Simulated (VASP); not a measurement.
# Mn: single point with LDA

Crystal: Mn.

```xyz
2
Lattice="2.2593 0.0000 0.0000 -1.1297 1.9566 0.0000 0.0000 0.0000 3.6479" Properties=species:S:1:pos:R:3 pbc="T T T"
Mn    0.0000    1.3044    0.9120
Mn    1.1297    0.6522    2.7359
```

This cell differs from its parent crystal: volume scaled by 0.803, to set the pressure.

| Quantity | Value |
| --- | --- |
| Program | VASP 6.6.1 |
| Task | single point |
| Functional | LDA |
| Potentials or basis | VASP PAW LDA potentials, release 64 (Mn_pv) |
| Cutoff | 500 eV |
| k mesh | 19 × 19 × 11 |
| Occupations | fermi-dirac, width 0.05 eV |
| Spin | collinear spin, ferromagnetic start |
| Starting moments | [3.0, 3.0] μB |

| Property | Result |
| --- | --- |
| Pressure | 118.7 GPa |
| Band gap on the k mesh | zero (filled and empty bands overlap) |
| Net moment | 0.00 μB per cell |
| Valence electrons inside the program's atomic spheres | Mn 12.74 |

Stress tensor (GPa, compression positive):
```
119.33   0.00   0.00
  0.00 119.33   0.00
  0.00   0.00 117.56
```

Levels at points of the mesh, in eV from the Fermi level:
Spin up:
```
           k point  band 11  band 12  band 13  band 14  band 15  band 16
(0.00, 0.00, 0.00)    -1.52    -0.79    -0.79    -0.03    -0.03     1.65
```
Spin down:
| k point | band 10 | band 11 | band 12 | band 13 | band 14 | band 15 | band 16 | band 17 |
| --- | --- | --- | --- | --- | --- | --- | --- | --- |
| (0.00, 0.00, 0.00) | -1.54 | -1.52 | -0.79 | -0.79 | -0.03 | -0.03 | 1.65 | 2.35 |

It took 3 min on 1 thread of Intel Xeon 8259CL, on a shared host, peak memory 0.22 GiB.

Caveat: the cell differs from its parent crystal (volume scaled by 0.803, to set the pressure); the starting moments collapsed, and a magnetic state may lie lower.
